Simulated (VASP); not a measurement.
# Si (Fd-3m) in VASP: a series of runs

Runs on Si. Level: PBE. Tasks: single point.

Everything below comes from runs of VASP 6.6.1. Logs are shortened: lines on timing, memory, paths and dates and some standing lists are left out, and cuts for length are marked.

**Experimental background.**

From “Dopant-enhanced solid phase epitaxy in buried amorphous silicon layers”, 2010, arxiv:1007.5372, for a bulk crystal of Si at 0 K: band gap 1.1692 eV.

The runs below are set against these values where they give the same quantity.

## Step 1: The cell of the first run

The structure is cubic, space group Fd-3m (No. 227). Conventional cell: a = 5.470 Å, b = 5.470 Å, c = 5.470 Å, α = 90.00°, β = 90.00°, γ = 90.00°. Within 3.1 Å of Si (site symmetry -43m) lie 4 Si at 2.37 Å.

## Step 2: Single point, PBE

Input file INCAR:

```
SYSTEM = Si
ALGO = Normal
EDIFF = 1E-6
ENCUT = 520
GGA = PE
ISIF = 2
ISMEAR = 0
LASPH = .TRUE.
LCHARG = .TRUE.
LELF = .TRUE.
LREAL = Auto
LVHAR = .TRUE.
LWAVE = .FALSE.
NBANDS = 141
NELM = 100
PREC = Accurate
SIGMA = 0.01
```

Input file KPOINTS:

```
k-points
0
G
  2 2 2
  0 0 0
```

Input file POSCAR:

```
Si
1.0
   -8.2045149753      8.2045149753      0.0000000000
    0.0000000000      8.2045149753     -8.2045149753
   -8.2045149753      0.0000000000     -8.2045149753
Si
54
Direct
    0.2500000000      0.9166666667      0.9166666667
    0.2500000000      0.5833333333      0.9166666667
    0.2500000000      0.9166666667      0.5833333333
    0.2500000000      0.2500000000      0.9166666667
    0.2500000000      0.5833333333      0.5833333333
    0.2500000000      0.9166666667      0.2500000000
    0.2500000000      0.2500000000      0.5833333333
    0.2500000000      0.5833333333      0.2500000000
    0.2500000000      0.2500000000      0.2500000000
    0.5833333333      0.9166666667      0.9166666667
    0.5833333333      0.5833333333      0.9166666667
    0.5833333333      0.9166666667      0.5833333333
    0.5833333333      0.2500000000      0.9166666667
    0.5833333333      0.5833333333      0.5833333333
    0.5833333333      0.9166666667      0.2500000000
    0.5833333333      0.2500000000      0.5833333333
    0.5833333333      0.5833333333      0.2500000000
    0.5833333333      0.2500000000      0.2500000000
    0.9166666667      0.9166666667      0.9166666667
    0.9166666667      0.5833333333      0.9166666667
    0.9166666667      0.9166666667      0.5833333333
    0.9166666667      0.2500000000      0.9166666667
    0.9166666667      0.5833333333      0.5833333333
    0.9166666667      0.9166666667      0.2500000000
    0.9166666667      0.2500000000      0.5833333333
    0.9166666667      0.5833333333      0.2500000000
    0.9166666667      0.2500000000      0.2500000000
    0.1666666667      0.8333333333      0.1666666667
    0.1666666667      0.5000000000      0.1666666667
    0.1666666667      0.8333333333      0.8333333333
    0.1666666667      0.1666666667      0.1666666667
    0.1666666667      0.5000000000      0.8333333333
    0.1666666667      0.8333333333      0.5000000000
    0.1666666667      0.1666666667      0.8333333333
    0.1666666667      0.5000000000      0.5000000000
    0.1666666667      0.1666666667      0.5000000000
    0.5000000000      0.8333333333      0.1666666667
    0.5000000000      0.5000000000      0.1666666667
    0.5000000000      0.8333333333      0.8333333333
    0.5000000000      0.1666666667      0.1666666667
    0.5000000000      0.5000000000      0.8333333333
    0.5000000000      0.8333333333      0.5000000000
    0.5000000000      0.1666666667      0.8333333333
    0.5000000000      0.5000000000      0.5000000000
    0.5000000000      0.1666666667      0.5000000000
    0.8333333333      0.8333333333      0.1666666667
    0.8333333333      0.5000000000      0.1666666667
    0.8333333333      0.8333333333      0.8333333333
    0.8333333333      0.1666666667      0.1666666667
    0.8333333333      0.5000000000      0.8333333333
    0.8333333333      0.8333333333      0.5000000000
    0.8333333333      0.1666666667      0.8333333333
    0.8333333333      0.5000000000      0.5000000000
    0.8333333333      0.1666666667      0.5000000000
```

Potentials or basis: VASP PAW PBE potentials, release 64 (Si).

The run is started by

```console
$ cat potpaw_PBE.64/Si/POTCAR > POTCAR
$ mpirun -np 1 vasp_std > vasp.out
```

OUTCAR:

```text
SYSTEM = Si
   EDIFF = 1E-6
   ENCUT = 520
   GGA = PE
   ISIF = 2
   ISMEAR = 0
   LASPH = .TRUE.
   LREAL = Auto
   NELM = 100
   PREC = Accurate

 ion  position               nearest neighbor table
   1  0.250  0.917  0.917-  28 2.37  34 2.37  39 2.37  30 2.37
   2  0.250  0.583  0.917-  29 2.37  30 2.37  32 2.37  41 2.37
   3  0.250  0.917  0.583-  30 2.37  33 2.37  36 2.37  42 2.37
   4  0.250  0.250  0.917-  31 2.37  32 2.37  34 2.37  43 2.37
   5  0.250  0.583  0.583-  35 2.37  33 2.37  32 2.37  44 2.37
   6  0.250  0.917  0.250-  28 2.37  31 2.37  33 2.37  37 2.37
[... 46 lines left out ...]
  53  0.833  0.500  0.500-  14 2.37  23 2.37  25 2.37  26 2.37
  54  0.833  0.167  0.500-  16 2.37  21 2.37  25 2.37  27 2.37

  LATTYP: Found a face centered cubic cell.
 ALAT       =    16.4090299506

  Lattice vectors:

 A1 = (  -8.2045149753,   8.2045149753,   0.0000000000)
 A2 = (   0.0000000000,   8.2045149753,  -8.2045149753)
 A3 = (  -8.2045149753,   0.0000000000,  -8.2045149753)

Analysis of symmetry for initial positions (statically):
=====================================================================
 Subroutine PRICEL returns following result:

  LATTYP: Found a face centered cubic cell.
 ALAT       =     5.4696766497

  Lattice vectors:

 A1 = (  -2.7348383248,   2.7348383248,   0.0000000000)
 A2 = (   0.0000000000,   2.7348383248,  -2.7348383248)
 A3 = (  -2.7348383248,   0.0000000000,  -2.7348383248)

  27 primitive cells build up your supercell.

 Routine SETGRP: Setting up the symmetry group for a
 face centered cubic supercell.

 Subroutine GETGRP returns: Found 48 space group operations
 (whereof 24 operations were pure point group operations)
 out of a pool of 48 trial point group operations.

The static configuration has the point symmetry T_d .
 The point group associated with its full space group is O_h .

Analysis of symmetry for dynamics (positions and initial velocities):
=====================================================================
 Subroutine PRICEL returns following result:

  LATTYP: Found a face centered cubic cell.
 ALAT       =     5.4696766497

  Lattice vectors:

 A1 = (  -2.7348383248,   2.7348383248,   0.0000000000)
 A2 = (   0.0000000000,   2.7348383248,  -2.7348383248)
 A3 = (  -2.7348383248,   0.0000000000,  -2.7348383248)

  27 primitive cells build up your supercell.

 Routine SETGRP: Setting up the symmetry group for a
 face centered cubic supercell.

 Subroutine GETGRP returns: Found 48 space group operations
 (whereof 24 operations were pure point group operations)
 out of a pool of 48 trial point group operations.

The dynamic configuration has the point symmetry T_d .
 The point group associated with its full space group is O_h .

 Subroutine INISYM returns: Found 48 space group operations
 (whereof 24 operations are pure point group operations),
 and found    27 'primitive' translations

----------------------------------------------------------------------------------------

                                     Primitive cell

  volume of cell :      40.9096

  direct lattice vectors                    reciprocal lattice vectors
    -2.734838325  2.734838325  0.000000000    -0.182826164  0.182826164  0.182826164
     0.000000000  2.734838325 -2.734838325     0.182826164  0.182826164 -0.182826164
    -2.734838325  0.000000000 -2.734838325    -0.182826164 -0.182826164 -0.182826164

  length of vectors
     3.867645450  3.867645450  3.867645450     0.316664205  0.316664205  0.316664205

  position of ions in fractional coordinates (direct lattice)
     0.750000000  0.750000000  0.750000000
     0.500000000  0.500000000  0.500000000

  ion indices of the primitive-cell ions
   primitive index   ion index
                 1           1
                 2          30

----------------------------------------------------------------------------------------

 KPOINTS: k-points

Automatic generation of k-mesh.
 Grid dimensions read from file:
 generate k-points for:    2    2    2

 Generating k-lattice:

  Cartesian coordinates                     Fractional coordinates (reciprocal lattice)
    -0.030471027  0.030471027  0.030471027     0.500000000  0.000000000  0.000000000
     0.030471027  0.030471027 -0.030471027     0.000000000  0.500000000  0.000000000
    -0.030471027 -0.030471027 -0.030471027     0.000000000  0.000000000  0.500000000

  Length of vectors
     0.052777367  0.052777367  0.052777367

  Shift w.r.t. Gamma in fractional coordinates (k-lattice)
     0.000000000  0.000000000  0.000000000

 Subroutine IBZKPT returns following result:
 ===========================================

 Found      3 irreducible k-points:

 Following reciprocal coordinates:
            Coordinates               Weight
  0.000000  0.000000  0.000000      1.000000
  0.500000  0.000000  0.000000      4.000000
  0.500000  0.500000  0.000000      3.000000
   k-points           NKPTS =      3   k-points in BZ     NKDIM =      3   number of bands    NBANDS=    141
   number of dos      NEDOS =    301   number of ions     NIONS =     54
   total plane-waves  NPLWV = 729000
   dimension x,y,z NGX =    90 NGY =   90 NGZ =   90
   dimension x,y,z NGXF=   180 NGYF=  180 NGZF=  180
   ions per type =              54
   NGX,Y,Z   is equivalent  to a cutoff of  12.90, 12.90, 12.90 a.u.
   NGXF,Y,Z  is equivalent  to a cutoff of  25.79, 25.79, 25.79 a.u.
 SYSTEM =  Si
   PREC   = accura    normal or accurate (medium, high low for compatibility)
   ISTART =      0    job   : 0-new  1-cont  2-samecut
   ICHARG =      2    charge: 1-file 2-atom 10-const
   ISPIN  =      1    spin polarized calculation?
   LNONCOLLINEAR =      F non collinear calculations
   LSORBIT =      F    spin-orbit coupling
   LASPH  =      T    aspherical Exc in radial PAW
   ENCUT  =  520.0 eV  38.22 Ry    6.18 a.u.  21.57 21.57 21.57*2*pi/ulx,y,z
   NELM   =    100;   NELMIN=  2; NELMDL= -5     # of ELM steps
   EDIFF  = 0.1E-05   stopping-criterion for ELM
   LREAL  =      T    real-space projection
   EDIFFG = 0.1E-04   stopping-criterion for IOM
   NSW    =      0    number of steps for IOM
   IBRION =     -1    ionic relax: 0-MD 1-quasi-New 2-CG
   NFREE  =      0    steps in history (QN), initial steepest desc. (CG)
   ISIF   =      2    stress and relaxation
   ISYM   =      2    0-nonsym 1-usesym 2-fastsym
   POTIM  = 0.5000    time-step for ionic-motion
   TEBEG  =    0.0;   TEEND  =   0.0 temperature during run
   PSTRESS=    0.0 pullay stress
   NELECT =     216.0000    total number of electrons
   NUPDOWN=      -1.0000    fix difference up-down
   EMIN   =  10.00;   EMAX   =-10.00  energy-range for DOS
   EFERMI =   0.00;   METHOD = LEGACY
   ISMEAR =     0;   SIGMA  =   0.01  broadening in eV -4-tet -1-fermi 0-gaus
   EFERMI_NEDOS =   21; number of points for ismear=-14 and -15
   IALGO  =     38    algorithm
   IMIX   =      4    mixing-type and parameters
     AMIX     =   0.40;   BMIX     =  1.00
     AMIX_MAG =   1.60;   BMIX_MAG =  1.00
  volume/ion in A,a.u.               =      20.45       138.04
  Fermi-wavevector in a.u.,A,eV,Ry     =   0.950232  1.795679 12.285267  0.902942
  Thomas-Fermi vector in A             =   2.078590
   LORBIT       =      0    0 simple, 1 ext, 2 COOP (PROOUT), +10 PAW based schemes
   GGA     = PE    functional components
   LHFCALC =     F    Hartree Fock is set to
   AEXX    =    0.0000 exact exchange contribution
   IVDW    =     0    specifies the selected vdW correction
   LEPSILON=     F    determine dielectric tensor
   LRPA    =     F    only Hartree local field effects (RPA)
 non-spin polarized calculation
 Gauss-broadening in eV      SIGMA  =   0.01
  energy-cutoff  :      520.00
  volume of cell :     1104.56
 maximum number of plane-waves:     29794
 NGX is ok and might be reduce to    90
   NGX = 43   NGY = 43   NGZ = 43

 number of electron     216.0000022 magnetization

 Free energy of the ion-electron system (eV)
  ---------------------------------------------------
  ext. energy  EPLUGINS =         0.00000000
  ---------------------------------------------------
  free energy    TOTEN  =      -292.33284981 eV

  energy without entropy =     -292.33284981  energy(sigma->0) =     -292.33284981

 E-fermi :   5.7073     XC(G=0):  -9.3204

 val. band max:        5.6189089753   @ k =   0.0000   0.0000   0.0000
 cond. band min:       6.3683811846   @ k =   0.5000   0.5000   0.0000
 fundamental gap:      0.7494722093
 Fermi energy:         5.7072873927

 k-point     1 :       0.0000    0.0000    0.0000
  band No.  band energies     occupation
      1      -6.1940      2.00000
      2      -4.8444      2.00000
      3      -4.8444      2.00000
      4      -4.8444      2.00000
      5      -4.8444      2.00000
      6      -4.8444      2.00000
[... 112 lines left out ...]
    119       7.2042      0.00000
    120       7.2042      0.00000

 k-point     2 :       0.5000    0.0000    0.0000
  band No.  band energies     occupation
      1      -5.8395      2.00000
      2      -5.8395      2.00000
      3      -4.9190      2.00000
      4      -4.9190      2.00000
      5      -4.9190      2.00000
      6      -4.9190      2.00000
[... 112 lines left out ...]
    119       7.5851      0.00000
    120       7.5851      0.00000

 k-point     3 :       0.5000    0.5000    0.0000
  band No.  band energies     occupation
      1      -5.7187      2.00000
      2      -5.7187      2.00000
      3      -5.2624      2.00000
      4      -5.2624      2.00000
      5      -5.2624      2.00000
      6      -5.2624      2.00000
[... 112 lines left out ...]
    119       7.6559      0.00000
    120       7.6559      0.00000
 [bands above 120 left out]

------------------------ aborting loop because EDIFF is reached ----------------------------------------

  FORCE on cell =-STRESS in cart. coord.  units (eV):
  Direction    XX          YY          ZZ          XY          YZ          ZX
  --------------------------------------------------------------------------------------
  -------------------------------------------------------------------------------------
  Total        0.1872182      0.1872182      0.1872182     -0.0000000     -0.0000000     -0.0000000
  in kB        0.2715625      0.2715625      0.2715625     -0.0000000     -0.0000000     -0.0000000
  external PRESSURE =       0.2715625 kB  Pullay stress =       0.0000000 kB

 VOLUME and BASIS-vectors are now :
 -----------------------------------------------------------------------------
  energy-cutoff  :      520.00
  volume of cell :     1104.56
      direct lattice vectors                 reciprocal lattice vectors
    -8.204514975  8.204514975  0.000000000    -0.060942055  0.060942055  0.060942055
     0.000000000  8.204514975 -8.204514975     0.060942055  0.060942055 -0.060942055
    -8.204514975  0.000000000 -8.204514975    -0.060942055 -0.060942055 -0.060942055

 POSITION                                       TOTAL-FORCE (eV/Angst)
 -----------------------------------------------------------------------------------
     -9.57193      9.57193    -15.04161         0.000000     -0.000000      0.000000
     -9.57193      6.83710    -12.30677         0.000000     -0.000000      0.000000
     -6.83710      9.57193    -12.30677         0.000000     -0.000000      0.000000
     -9.57193      4.10226     -9.57193         0.000000     -0.000000      0.000000
     -6.83710      6.83710     -9.57193         0.000000     -0.000000      0.000000
     -4.10226      9.57193     -9.57193         0.000000     -0.000000      0.000000
[... 46 lines left out ...]
    -10.93935     10.93935     -8.20451        -0.000000      0.000000     -0.000000
    -10.93935      8.20451     -5.46968        -0.000000      0.000000     -0.000000
 -----------------------------------------------------------------------------------
    total drift:                               -0.000001      0.000001     -0.000001

  FREE ENERGIE OF THE ION-ELECTRON SYSTEM (eV)
  ---------------------------------------------------
  free  energy   TOTEN  =      -292.3328498071 eV

  energy  without entropy=     -292.3328498071  energy(sigma->0) =     -292.33284981
```

It took 30 min on 1 thread of AMD EPYC 7R13 (Zen 3), shared host; peak memory 1.3 GiB.

What came out:

```
Free energy            : -292.3328 eV
Pressure               : 0.0 GPa
Band gap on the k mesh : 0.75 eV
```

## Step 3: Single point, PBE (volume scaled by 0.91)

Input file INCAR:

```
SYSTEM = Si
ALGO = Normal ; EDIFF = 1E-6
ENCUT = 500 ; GGA = PE
GGA_COMPAT = .FALSE. ; ISIF = 2
ISMEAR = 0 ; LASPH = .TRUE.
LCHARG = .TRUE. ; LELF = .TRUE.
LREAL = .FALSE. ; LVHAR = .TRUE.
LWAVE = .FALSE. ; NBANDS = 11
NELM = 120 ; PREC = Accurate
SIGMA = 0.02
```

Input file KPOINTS:

```
k-points
0
G
  10 10 10
  0 0 0
```

Input file POSCAR:

```
Si
1.0
    0.0000000000      2.6502008456      2.6502008456
    2.6502008456      0.0000000000      2.6502008456
    2.6502008456      2.6502008456      0.0000000000
Si
2
Direct
    0.7500000000      0.7500000000      0.7500000000
    0.5000000000      0.5000000000      0.5000000000
```

Potentials or basis: VASP PAW PBE potentials, release 64 (Si).

The run is started by

```console
$ cat potpaw_PBE.64/Si/POTCAR > POTCAR
$ mpirun -np 1 vasp_std > vasp.out
```

It took 20 s on 1 thread of Intel Xeon 8259CL, shared host; peak memory 0.15 GiB.

The run converged. Its results:

```
Free energy            : -10.7419 eV
Pressure               : 10.2 GPa
Band gap on the k mesh : 0.45 eV, indirect (least direct gap 2.59 eV)
```

Levels at points of the mesh, in eV from the valence-band top:
| k point | band 1 | band 2 | band 3 | band 4 | band 5 | band 6 | band 7 | band 8 |
| --- | --- | --- | --- | --- | --- | --- | --- | --- |
| (0.00, 0.00, 0.00) | -12.48 | 0.00 | 0.00 | 0.00 | 2.59 | 2.59 | 2.59 | 4.24 |
| (0.50, 0.00, 0.00) | -9.95 | -7.33 | -1.26 | -1.26 | 1.80 | 3.30 | 3.30 | 7.82 |
| (0.50, 0.50, 0.00) | -8.06 | -8.06 | -3.05 | -3.05 | 0.55 | 0.55 | 10.75 | 10.75 |

 A k mesh can miss the band edges.

## Step 4: Single point, PBE (volume scaled by 0.88)

INCAR, as its differences from that of step 3:

```diff
@@ -5,4 +5,3 @@
 ISMEAR = 0 ; LASPH = .TRUE.
-LCHARG = .TRUE. ; LELF = .TRUE.
-LREAL = .FALSE. ; LVHAR = .TRUE.
+LCHARG = .FALSE. ; LREAL = .FALSE.
 LWAVE = .FALSE. ; NBANDS = 11
```

KPOINTS is that of step 3.

Input file POSCAR:

```
Si
1.0
    0.0000000000      2.6207517320      2.6207517320
    2.6207517320      0.0000000000      2.6207517320
    2.6207517320      2.6207517320      0.0000000000
Si
2
Direct
    0.7500000000      0.7500000000      0.7500000000
    0.5000000000      0.5000000000      0.5000000000
```

The run is started by

```console
$ cat potpaw_PBE.64/Si/POTCAR > POTCAR
$ mpirun -np 1 vasp_std > vasp.out
```

Wall time 18 s (1 thread of Intel Xeon 8259CL, shared host); peak memory 0.15 GiB.

Results (log left out):

```
Free energy            : -10.6466 eV
Pressure               : 14.8 GPa
Band gap on the k mesh : 0.38 eV, indirect (least direct gap 2.60 eV)
```

Levels at points of the mesh, in eV from the valence-band top:
```csv
k point,band 1,band 2,band 3,band 4,band 5,band 6,band 7,band 8
"(0.00, 0.00, 0.00)",-12.72,0.00,0.00,0.00,2.60,2.60,2.60,4.64
"(0.50, 0.00, 0.00)",-10.11,-7.50,-1.29,-1.29,1.92,3.27,3.27,7.85
"(0.50, 0.50, 0.00)",-8.18,-8.18,-3.14,-3.14,0.48,0.48,11.06,11.06
```

 A k mesh can miss the band edges.

## Step 5: Summary

```tsv
cell	k mesh	cutoff (eV)	smearing	gap on the mesh (eV)	pressure (GPa)
a = 11.603 Å, angles 60.0°, 54 atoms	2 × 2 × 2	520	gaussian 0.01 eV	0.75	0.0
a = 3.748 Å, angles 60.0°, 2 atoms	10 × 10 × 10	500	gaussian 0.02 eV	0.45	10.2
a = 3.706 Å, angles 60.0°, 2 atoms	10 × 10 × 10	500	gaussian 0.02 eV	0.38	14.8
```

Alike in all rows: task single point; level PBE; potentials or basis VASP PAW PBE potentials, release 64 (Si); no spin polarisation.

Total energies depend on the potentials used, so only differences within one code and one set of settings carry meaning.

## Step 6: Against experiment

Step 2. A measured gap of Si is 1.1692 eV (0 K; quoted in “Dopant-enhanced solid phase epitaxy in buried amorphous silicon layers”, 2010, arxiv:1007.5372); the calculated 0.75 eV misses it by -0.42 eV. 2 values of this kind are on record (1.1 to 1.1692 eV); this one was drawn at random. The value is that of PBE on a finite k mesh, which can miss the band edges, without temperature or zero-point motion. Semilocal functionals fall short of measured gaps as a rule.
